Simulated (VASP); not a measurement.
Input of a VASP 6.6.1 run:

The input INCAR:

```
SYSTEM = SiC
PREC = Accurate
ENCUT = 520
EDIFF = 1E-6
ISMEAR = 0
SIGMA = 0.01
LREAL = .FALSE.
LASPH = .TRUE.
NELM = 60
ALGO = Normal
ISIF = 2
LWAVE = .FALSE.
LCHARG = .FALSE.
NBANDS = 11
```

KPOINTS

```
regular mesh
0
G
  12 12 12
  0 0 0
```

POSCAR

```
SiC
1.0
    0.0000000000      2.1788245515      2.1788245515
    2.1788245515      0.0000000000      2.1788245515
    2.1788245515      2.1788245515      0.0000000000
Si C
1 1
Direct
    0.0000000000      0.0000000000      0.0000000000
    0.7500000000      0.7500000000      0.7500000000
```

Potentials or basis: VASP PAW LDA potentials, release 64 (Si, C).

Launch:

```sh
$ cat potpaw_LDA.64/Si/POTCAR potpaw_LDA.64/C/POTCAR > POTCAR
$ mpirun -np 1 vasp_std > vasp.out
```

(1) What does it give for the pressure?

(2) Predict the band gap on the k mesh.

## Answers

(1) -4.0 GPa.

(2) 1.30 eV, indirect (least direct gap 4.50 eV).
